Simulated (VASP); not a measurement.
Here is a VASP 6.6.1 calculation.

Contents of INCAR:

```
PREC = Accurate ; ENCUT = 500
EDIFF = 1E-6 ; ISMEAR = 0
SIGMA = 0.05 ; LREAL = F
LASPH = T ; NELM = 120
ALGO = Normal ; ISIF = 2
LWAVE = F ; LCHARG = T
GGA = RE ; IVDW = 13
LELF = T ; LVHAR = T
NBANDS = 16 ; GGA_COMPAT = F
```

The input KPOINTS:

```
Automatic mesh
0
Gamma
  8 8 8
```

The input POSCAR:

```
HgS
1.0
    0.0000000000      2.9936984099      2.9936984099
    2.9936984099      0.0000000000      2.9936984099
    2.9936984099      2.9936984099      0.0000000000
Hg S
1 1
Direct
    0.0000000000      0.0000000000      0.0000000000
    0.7500000000      0.7500000000      0.7500000000
```

Potentials or basis: VASP PAW PBE potentials, release 64 (Hg, S).

The run is started by

```sh
$ cat potpaw_PBE.64/Hg/POTCAR potpaw_PBE.64/S/POTCAR > POTCAR
$ mpirun -np 1 vasp_std > vasp.out
```

Task: Predict the band gap on the k mesh.

Result: Zero (filled and empty bands touch).

Task: Predict the pressure.

Result: -1.7 GPa.

Task: Predict the dispersion energy per atom.

Result: -0.529 eV.

Caveat: the PAW data sets were made with another functional, which shifts forces and pressure a little; spin-orbit coupling is left out, which moves the levels of the heavy elements; pairwise dispersion overbinds metals, which lowers pressure and volume.
